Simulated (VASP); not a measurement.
# MgO (P6_3mc) in VASP: further runs, part 2 of 2

VASP 6.6.1. The steps go on from the part before.

**4. Single point, LDA**

This run uses another cell than the first one, of the same volume but with other edges.

The input, INCAR:

```
  PREC = Accurate
  ENCUT = 520
  EDIFF = 1E-6
  ISMEAR = 0
  SIGMA = 0.05
  LREAL = False
  LASPH = True
  NELM = 80
  ALGO = Normal
  ISIF = 2
  LWAVE = False
  LCHARG = True
  LELF = True
  LVHAR = True
  NBANDS = 16
```

The input, KPOINTS:

```
Automatic mesh
0
Gamma
  9 9 6
```

The input, POSCAR:

```
MgO
1.0
    3.3531047684      0.0000000000      0.0000000000
   -1.6765523842      2.9038739109      0.0000000000
    0.0000000000      0.0000000000      4.8491028539
Mg O
2 2
Direct
    0.3333333333      0.6666666667      0.0021597400
    0.6666666667      0.3333333333      0.5021597400
    0.3333333333      0.6666666667      0.4024402600
    0.6666666667      0.3333333333      0.9024402600
```

Run with:

```
$ cat potpaw_LDA.64/Mg/POTCAR potpaw_LDA.64/O/POTCAR > POTCAR
$ mpirun -np 1 vasp_std > vasp.out
```

Run time: 42 s. Hardware: 1 thread of Intel Xeon 8259CL, shared host; peak memory 0.17 GiB.

It converged, with:

```
Free energy            : -26.1917 eV
Pressure               : -5.6 GPa
Largest force          : 0.401 eV/Å
Band gap on the k mesh : 3.30 eV, direct
```

Forces in eV/Å, atoms in the order of the input:
```
Mg   0.000  0.000 -0.401
Mg   0.000  0.000 -0.401
O    0.000  0.000  0.401
O    0.000  0.000  0.401
```

Stress tensor (GPa, compression positive):
```
-8.48  0.00  0.00
 0.00 -8.48  0.00
 0.00  0.00  0.03
```

Levels at points of the mesh, in eV from the valence-band top:
```csv
k point,band 5,band 6,band 7,band 8,band 9,band 10,band 11,band 12
"(0.00, 0.00, 0.00)",-0.93,-0.51,-0.51,0.00,3.30,8.22,10.36,13.39
"(0.00, 0.00, 0.50)",-0.72,-0.72,-0.72,-0.72,5.82,5.82,13.20,13.20
```

 A k mesh can miss the band edges.

**5. Single point, LDA**

This run uses another cell than the first one, of the same volume but with other edges.

The input, INCAR:

```
PREC = Accurate
ENCUT = 520
EDIFF = 1E-7
ISMEAR = 0
SIGMA = 0.05
LREAL = F
LASPH = T
NELM = 60
ALGO = Normal
ISIF = 2
LWAVE = F
LCHARG = F
NBANDS = 16
```

KPOINTS is that of step 4.

The input, POSCAR:

```
MgO
1.0
    3.2544262524      0.0000000000      0.0000000000
   -1.6272131262      2.8184158093      0.0000000000
    0.0000000000      0.0000000000      5.1476234821
Mg O
2 2
Direct
    0.3333333333      0.6666666667      0.0021597400
    0.6666666667      0.3333333333      0.5021597400
    0.3333333333      0.6666666667      0.4024402600
    0.6666666667      0.3333333333      0.9024402600
```

Run with:

```
$ cat potpaw_LDA.64/Mg/POTCAR potpaw_LDA.64/O/POTCAR > POTCAR
$ mpirun -np 1 vasp_std > vasp.out
```

Wall time 34 s (1 thread of Intel Xeon 8259CL, shared host); peak memory 0.16 GiB.

Results (log left out):

| Property | Result |
| --- | --- |
| Free energy | -26.1928 eV |
| Pressure | -4.3 GPa |
| Largest force | 0.449 eV/Å |
| Band gap on the k mesh | 3.44 eV, direct |

Forces in eV/Å, atoms in the order of the input:
```
Mg   0.000  0.000  0.449
Mg   0.000  0.000  0.449
O    0.000  0.000 -0.449
O    0.000  0.000 -0.449
```

Stress tensor (GPa, compression positive):
```
-1.62  0.00  0.00
 0.00 -1.62  0.00
 0.00  0.00 -9.68
```

Levels at points of the mesh, in eV from the valence-band top:
| k point | band 5 | band 6 | band 7 | band 8 | band 9 | band 10 | band 11 | band 12 |
| --- | --- | --- | --- | --- | --- | --- | --- | --- |
| (0.00, 0.00, 0.00) | -0.63 | -0.35 | -0.35 | 0.00 | 3.44 | 8.48 | 9.95 | 14.35 |
| (0.00, 0.00, 0.50) | -0.49 | -0.49 | -0.49 | -0.49 | 5.92 | 5.92 | 12.72 | 12.72 |

 A k mesh can miss the band edges.

**6. Single point, LDA**

This run uses another cell than the first one, of the same volume but with other edges.

The input, INCAR:

```
PREC = Accurate
ENCUT = 520
EDIFF = 1E-6
ISMEAR = 0
SIGMA = 0.05
LREAL = F
LASPH = T
NELM = 80
ALGO = Normal
ISIF = 2
LWAVE = F
LCHARG = F
GGA = CA
NBANDS = 16
```

KPOINTS is that of step 5.

The input, POSCAR:

```
MgO
1.0
    3.5632055155      0.0000000000      0.0000000000
   -1.7816027578      3.0858264953      0.0000000000
    0.0000000000      0.0000000000      4.2941172505
Mg O
2 2
Direct
    0.3333333333      0.6666666667      0.0021597400
    0.6666666667      0.3333333333      0.5021597400
    0.3333333333      0.6666666667      0.4024402600
    0.6666666667      0.3333333333      0.9024402600
```

Potentials or basis: VASP PAW LDA potentials, release 64 (Mg, O).

Run with:

```
$ cat potpaw_LDA.64/Mg/POTCAR potpaw_LDA.64/O/POTCAR > POTCAR
$ mpirun -np 1 vasp_std > vasp.out
```

It took 44 s on 1 thread of Intel Xeon 8259CL, shared host; peak memory 0.16 GiB.

Results (log left out):

| Property | Result |
| --- | --- |
| Free energy | -25.1345 eV |
| Pressure | 2.3 GPa |
| Largest force | 4.382 eV/Å |
| Band gap on the k mesh | 3.18 eV, direct |

Forces in eV/Å, atoms in the order of the input:
```
Mg   0.000  0.000 -4.382
Mg   0.000  0.000 -4.382
O    0.000  0.000  4.382
O    0.000  0.000  4.382
```

Stress tensor (GPa, compression positive):
```
-15.89   0.00   0.00
  0.00 -15.89   0.00
  0.00   0.00  38.62
```

Levels at points of the mesh, in eV from the valence-band top:
| k point | band 4 | band 5 | band 6 | band 7 | band 8 | band 9 | band 10 | band 11 | band 12 | band 13 |
| --- | --- | --- | --- | --- | --- | --- | --- | --- | --- | --- |
| (0.00, 0.00, 0.00) | -1.34 | -1.34 | -0.54 | -0.54 | 0.00 | 3.18 | 8.35 | 11.45 | 11.96 | 11.96 |
| (0.00, 0.00, 0.50) | -2.03 | -0.96 | -0.96 | -0.96 | -0.96 | 5.88 | 5.88 | 12.45 | 12.45 | 12.45 |

Caveat: forces of over 1 eV/Å act on the atoms, so gaps and moduli don't describe the material at rest.

**7. Summary**

| cell | gap on the mesh (eV) | pressure (GPa) | largest force (eV/Å) |
| --- | --- | --- | --- |
| a = 3.401, b = 3.401, c = 4.713 Å, angles 90.0, 90.0, 120.0°, 4 atoms | 3.24 | -5.2 | 1.01 |
| a = 3.204, b = 3.204, c = 5.310 Å, angles 90.0, 90.0, 120.0°, 4 atoms | 3.52 | -2.5 | 0.72 |
| a = 3.353, b = 3.353, c = 4.849 Å, angles 90.0, 90.0, 120.0°, 4 atoms | 3.30 | -5.6 | 0.40 |
| a = 3.254, b = 3.254, c = 5.148 Å, angles 90.0, 90.0, 120.0°, 4 atoms | 3.44 | -4.3 | 0.45 |
| a = 3.563, b = 3.563, c = 4.294 Å, angles 90.0, 90.0, 120.0°, 4 atoms | 3.18 | 2.3 | 4.38 |

Alike in all rows: task single point; level LDA; potentials or basis VASP PAW LDA potentials, release 64 (Mg, O); no spin polarisation; k mesh 9 × 9 × 6; cutoff (eV) 520; smearing gaussian 0.05 eV.

Caveats: forces of over 1 eV/Å act on the atoms, so gaps and moduli don't describe the material at rest (some runs).

Total energies depend on the potentials used, so only differences within one code and one set of settings carry meaning.
